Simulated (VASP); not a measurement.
# BiTe (P6_3/mmc) in VASP: single point with PBE

Aim: the single point of BiTe with PBE.

Everything below comes from runs of VASP 6.6.1. Logs are shortened: lines on timing, memory, paths and dates and some standing lists are left out, and cuts for length are marked.

### Step 1. The cell of the first run

Symmetry: P6_3/mmc, No. 194, hexagonal system. The conventional cell has a = 4.676 Å, b = 4.676 Å, c = 7.481 Å, α = 90.00°, β = 90.00°, γ = 120.00°. Bi (site symmetry -3m) has 6 Te at 3.28 Å and 2 Bi at 3.74 Å within 4.3 Å. Within 4.3 Å of Te (site symmetry -6m2) lie 6 Bi at 3.28 Å.

### Step 2. Single point, PBE

The input, INCAR:

```
SYSTEM = BiTe
ALGO = Normal
EDIFF = 1E-6
ENCUT = 520
GGA = PE
ISIF = 2
ISMEAR = 0
LASPH = .TRUE.
LCHARG = .FALSE.
LREAL = .FALSE.
LWAVE = .FALSE.
NBANDS = 29
NELM = 60
PREC = Accurate
SIGMA = 0.1
```

The input, KPOINTS:

```
k-points
0
G
  12 12 6
  0 0 0
```

The input, POSCAR:

```
BiTe
1.0
    4.6760484431      0.0000000000      0.0000000000
   -2.3380242215      4.0495767410      0.0000000000
    0.0000000000      0.0000000000      7.4808154004
Bi Te
2 2
Direct
    0.0000000000      0.0000000000      0.0000000000
    0.0000000000      0.0000000000      0.5000000000
    0.3333333333      0.6666666667      0.2500000000
    0.6666666667      0.3333333333      0.7500000000
```

Potentials or basis: VASP PAW PBE potentials, release 64 (Bi_d, Te).

The run is started by

```sh
$ cat potpaw_PBE.64/Bi_d/POTCAR potpaw_PBE.64/Te/POTCAR > POTCAR
$ mpirun -np 1 vasp_std > vasp.out
```

OUTCAR:

```text
SYSTEM = BiTe
   EDIFF = 1E-6
   ENCUT = 520
   GGA = PE
   ISIF = 2
   ISMEAR = 0
   LASPH = .TRUE.
   LREAL = .FALSE.
   NELM = 60
   PREC = Accurate

 ion  position               nearest neighbor table
   1  0.000  0.000  0.000-   3 3.28   4 3.28   3 3.28   4 3.28   4 3.28   3 3.28   2 3.74   2 3.74

   2  0.000  0.000  0.500-   3 3.28   4 3.28   3 3.28   4 3.28   4 3.28   3 3.28   1 3.74   1 3.74

   3  0.333  0.667  0.250-   1 3.28   2 3.28   1 3.28   2 3.28   1 3.28   2 3.28
   4  0.667  0.333  0.750-   1 3.28   2 3.28   1 3.28   2 3.28   1 3.28   2 3.28

  LATTYP: Found a hexagonal cell.
 ALAT       =     4.6760484431
 C/A-ratio  =     1.5998156331

  Lattice vectors:

 A1 = (   4.6760484431,   0.0000000000,   0.0000000000)
 A2 = (  -2.3380242215,   4.0495767410,   0.0000000000)
 A3 = (   0.0000000000,   0.0000000000,   7.4808154004)

Analysis of symmetry for initial positions (statically):
=====================================================================
 Subroutine PRICEL returns:
 Original cell was already a primitive cell.

 Routine SETGRP: Setting up the symmetry group for a
 hexagonal supercell.

 Subroutine GETGRP returns: Found 24 space group operations
 (whereof 12 operations were pure point group operations)
 out of a pool of 24 trial point group operations.

The static configuration has the point symmetry D_3d.
 The point group associated with its full space group is D_6h.

Analysis of symmetry for dynamics (positions and initial velocities):
=====================================================================
 Subroutine PRICEL returns:
 Original cell was already a primitive cell.

 Routine SETGRP: Setting up the symmetry group for a
 hexagonal supercell.

 Subroutine GETGRP returns: Found 24 space group operations
 (whereof 12 operations were pure point group operations)
 out of a pool of 24 trial point group operations.

The dynamic configuration has the point symmetry D_3d.
 The point group associated with its full space group is D_6h.

 Subroutine INISYM returns: Found 24 space group operations
 (whereof 12 operations are pure point group operations),
 and found     1 'primitive' translations

----------------------------------------------------------------------------------------

                                     Primitive cell

  volume of cell :     141.6568

  direct lattice vectors                    reciprocal lattice vectors
     4.676048443  0.000000000  0.000000000     0.213855783  0.123469694  0.000000000
    -2.338024221  4.049576741  0.000000000     0.000000000  0.246939387  0.000000000
     0.000000000  0.000000000  7.480815400     0.000000000  0.000000000  0.133675268

  length of vectors
     4.676048443  4.676048443  7.480815400     0.246939387  0.246939387  0.133675268

  position of ions in fractional coordinates (direct lattice)
     0.000000000  0.000000000  0.000000000
     0.000000000  0.000000000  0.500000000
     0.333333333  0.666666667  0.250000000
     0.666666667  0.333333333  0.750000000

  ion indices of the primitive-cell ions
   primitive index   ion index
                 1           1
                 2           2
                 3           3
                 4           4

----------------------------------------------------------------------------------------

 KPOINTS: k-points

Automatic generation of k-mesh.
 Grid dimensions read from file:
 generate k-points for:   12   12    6

 Generating k-lattice:

  Cartesian coordinates                     Fractional coordinates (reciprocal lattice)
     0.017821315  0.010289141  0.000000000     0.083333333  0.000000000  0.000000000
     0.000000000  0.020578282  0.000000000     0.000000000  0.083333333  0.000000000
     0.000000000  0.000000000  0.022279211     0.000000000  0.000000000  0.166666667

  Length of vectors
     0.020578282  0.020578282  0.022279211

  Shift w.r.t. Gamma in fractional coordinates (k-lattice)
     0.000000000  0.000000000  0.000000000

 Subroutine IBZKPT returns following result:
 ===========================================

 Found     76 irreducible k-points:

 Following reciprocal coordinates:
            Coordinates               Weight
  0.000000  0.000000  0.000000      1.000000
  0.083333  0.000000  0.000000      6.000000
  0.166667  0.000000  0.000000      6.000000
  0.250000  0.000000  0.000000      6.000000
  0.333333  0.000000  0.000000      6.000000
  0.416667  0.000000  0.000000      6.000000
[... 16 lines left out ...]
  0.250000  0.000000  0.166667     12.000000
  0.333333  0.000000  0.166667     12.000000
 [... further k-points ...]
   k-points           NKPTS =     76   k-points in BZ     NKDIM =     76   number of bands    NBANDS=     29
   number of dos      NEDOS =    301   number of ions     NIONS =      4
   total plane-waves  NPLWV =  72576
   dimension x,y,z NGX =    36 NGY =   36 NGZ =   56
   dimension x,y,z NGXF=    72 NGYF=   72 NGZF=  112
   ions per type =               2   2
   NGX,Y,Z   is equivalent  to a cutoff of  12.80, 12.80, 12.44 a.u.
   NGXF,Y,Z  is equivalent  to a cutoff of  25.60, 25.60, 24.89 a.u.
 SYSTEM =  BiTe
   PREC   = accura    normal or accurate (medium, high low for compatibility)
   ISTART =      0    job   : 0-new  1-cont  2-samecut
   ICHARG =      2    charge: 1-file 2-atom 10-const
   ISPIN  =      1    spin polarized calculation?
   LNONCOLLINEAR =      F non collinear calculations
   LSORBIT =      F    spin-orbit coupling
   LASPH  =      T    aspherical Exc in radial PAW
   ENCUT  =  520.0 eV  38.22 Ry    6.18 a.u.   8.69  8.69 13.91*2*pi/ulx,y,z
   NELM   =     60;   NELMIN=  2; NELMDL= -5     # of ELM steps
   EDIFF  = 0.1E-05   stopping-criterion for ELM
   LREAL  =      F    real-space projection
   EDIFFG = 0.1E-04   stopping-criterion for IOM
   NSW    =      0    number of steps for IOM
   IBRION =     -1    ionic relax: 0-MD 1-quasi-New 2-CG
   NFREE  =      0    steps in history (QN), initial steepest desc. (CG)
   ISIF   =      2    stress and relaxation
   ISYM   =      2    0-nonsym 1-usesym 2-fastsym
   POTIM  = 0.5000    time-step for ionic-motion
   TEBEG  =    0.0;   TEEND  =   0.0 temperature during run
   PSTRESS=    0.0 pullay stress
   NELECT =      42.0000    total number of electrons
   NUPDOWN=      -1.0000    fix difference up-down
   EMIN   =  10.00;   EMAX   =-10.00  energy-range for DOS
   EFERMI =   0.00;   METHOD = LEGACY
   ISMEAR =     0;   SIGMA  =   0.10  broadening in eV -4-tet -1-fermi 0-gaus
   EFERMI_NEDOS =   21; number of points for ismear=-14 and -15
   IALGO  =     38    algorithm
   IMIX   =      4    mixing-type and parameters
     AMIX     =   0.40;   BMIX     =  1.00
     AMIX_MAG =   1.60;   BMIX_MAG =  1.00
  volume/ion in A,a.u.               =      35.41       238.99
  Fermi-wavevector in a.u.,A,eV,Ry     =   1.091638  2.062897 16.213709  1.191674
  Thomas-Fermi vector in A             =   2.227888
   LORBIT       =      0    0 simple, 1 ext, 2 COOP (PROOUT), +10 PAW based schemes
   GGA     = PE    functional components
   LHFCALC =     F    Hartree Fock is set to
   AEXX    =    0.0000 exact exchange contribution
   IVDW    =     0    specifies the selected vdW correction
   LEPSILON=     F    determine dielectric tensor
   LRPA    =     F    only Hartree local field effects (RPA)
 non-spin polarized calculation
 Gauss-broadening in eV      SIGMA  =   0.10
  energy-cutoff  :      520.00
  volume of cell :      141.66
 maximum number of plane-waves:      3849
 NGX is ok and might be reduce to    36
   NGX = 17   NGY = 17   NGZ = 27

 number of electron      42.0000024 magnetization

 Free energy of the ion-electron system (eV)
  ---------------------------------------------------
  ext. energy  EPLUGINS =         0.00000000
  ---------------------------------------------------
  free energy    TOTEN  =       -14.16690806 eV

  energy without entropy =      -14.15585395  energy(sigma->0) =      -14.16138100

 E-fermi :   6.1935     XC(G=0):  -9.2060

 val. band max:        6.1895416212   @ k =   0.4167   0.1667   0.5000
 cond. band min:       6.2093331368   @ k =   0.1667   0.1667   0.1667
 fundamental gap:      0.0197915156
 Fermi energy:         6.1935238008

 k-point     1 :       0.0000    0.0000    0.0000
  band No.  band energies     occupation
      1     -17.1432      2.00000
      2     -17.1097      2.00000
      3     -17.1097      2.00000
      4     -17.0862      2.00000
      5     -17.0862      2.00000
      6     -17.0801      2.00000
[... 21 lines left out ...]
     28      11.1420      0.00000
     29      11.1420      0.00000

 k-point     2 :       0.0833    0.0000    0.0000
  band No.  band energies     occupation
      1     -17.1430      2.00000
      2     -17.1102      2.00000
      3     -17.1098      2.00000
      4     -17.0865      2.00000
      5     -17.0863      2.00000
      6     -17.0802      2.00000
[... 21 lines left out ...]
     28      10.4753      0.00000
     29      11.2805      0.00000

 k-point     3 :       0.1667    0.0000    0.0000
  band No.  band energies     occupation
      1     -17.1425      2.00000
      2     -17.1115      2.00000
      3     -17.1100      2.00000
      4     -17.0870      2.00000
      5     -17.0863      2.00000
      6     -17.0803      2.00000
[... 21 lines left out ...]
     28      10.7556      0.00000
     29      11.6775      0.00000

 k-point     4 :       0.2500    0.0000    0.0000
  band No.  band energies     occupation
      1     -17.1418      2.00000
      2     -17.1133      2.00000
      3     -17.1103      2.00000
      4     -17.0878      2.00000
      5     -17.0863      2.00000
      6     -17.0804      2.00000
[... 21 lines left out ...]
     28      11.2863      0.00000
     29      12.2857      0.00000

 k-point     5 :       0.3333    0.0000    0.0000
  band No.  band energies     occupation
      1     -17.1411      2.00000
      2     -17.1151      2.00000
      3     -17.1106      2.00000
      4     -17.0886      2.00000
      5     -17.0864      2.00000
      6     -17.0806      2.00000
[... 21 lines left out ...]
     28      11.9059      0.00000
     29      12.5764      0.00000
[... 510 lines left out ...]
     28      10.7555      0.00000
     29      11.4089      0.00000

 k-point    22 :       0.1667    0.0000    0.1667
  band No.  band energies     occupation
      1     -17.1375      2.00000
      2     -17.1098      2.00000
      3     -17.1084      2.00000
      4     -17.0886      2.00000
      5     -17.0879      2.00000
      6     -17.0801      2.00000
[... 21 lines left out ...]
     28      11.2112      0.00000
     29      11.6692      0.00000

 k-point    23 :       0.2500    0.0000    0.1667
  band No.  band energies     occupation
      1     -17.1369      2.00000
      2     -17.1116      2.00000
      3     -17.1087      2.00000
      4     -17.0895      2.00000
      5     -17.0879      2.00000
      6     -17.0802      2.00000
[... 21 lines left out ...]
     28      11.7184      0.00000
     29      12.1752      0.00000

 k-point    24 :       0.3333    0.0000    0.1667
  band No.  band energies     occupation
      1     -17.1362      2.00000
      2     -17.1133      2.00000
      3     -17.1090      2.00000
      4     -17.0903      2.00000
      5     -17.0880      2.00000
      6     -17.0803      2.00000
[... 21 lines left out ...]
     28      11.9553      0.00000
     29      12.2721      0.00000

 [... further k-points ...]
[... 5 lines left out ...]
  --------------------------------------------------------------------------------------
  -------------------------------------------------------------------------------------
  Total       -0.0409457     -0.0409457     -0.0474005     -0.0000000      0.0000000      0.0000000
  in kB       -0.4631064     -0.4631064     -0.5361122     -0.0000000      0.0000000      0.0000000
  external PRESSURE =      -0.4874417 kB  Pullay stress =       0.0000000 kB

 VOLUME and BASIS-vectors are now :
 -----------------------------------------------------------------------------
  energy-cutoff  :      520.00
  volume of cell :      141.66
      direct lattice vectors                 reciprocal lattice vectors
     4.676048443  0.000000000  0.000000000     0.213855783  0.123469694  0.000000000
    -2.338024221  4.049576741  0.000000000     0.000000000  0.246939387  0.000000000
     0.000000000  0.000000000  7.480815400     0.000000000  0.000000000  0.133675268

 POSITION                                       TOTAL-FORCE (eV/Angst)
 -----------------------------------------------------------------------------------
      0.00000      0.00000      0.00000         0.000000      0.000000      0.000000
      0.00000      0.00000      3.74041         0.000000      0.000000      0.000000
     -0.00000      2.69972      1.87020         0.000000      0.000000     -0.000000
      2.33802      1.34986      5.61061        -0.000000      0.000000      0.000000
 -----------------------------------------------------------------------------------
    total drift:                               -0.000000      0.000000     -0.000000

  FREE ENERGIE OF THE ION-ELECTRON SYSTEM (eV)
  ---------------------------------------------------
  free  energy   TOTEN  =       -14.1669080575 eV

  energy  without entropy=      -14.1558539485  energy(sigma->0) =      -14.16138100
```

It took 2.9 min on 1 thread of Intel Xeon Platinum 8488C (Sapphire Rapids), shared host; peak memory 0.42 GiB.

What came out:

```yaml
Free_energy: -14.1669 eV
Pressure: 0.0 GPa
Band_gap_on_the_k_mesh: zero (band 21 reaches 7.70 eV, above the bottom of band 22 at 5.41 eV)
```

Caveat: spin-orbit coupling is left out, which moves the levels of the heavy elements.
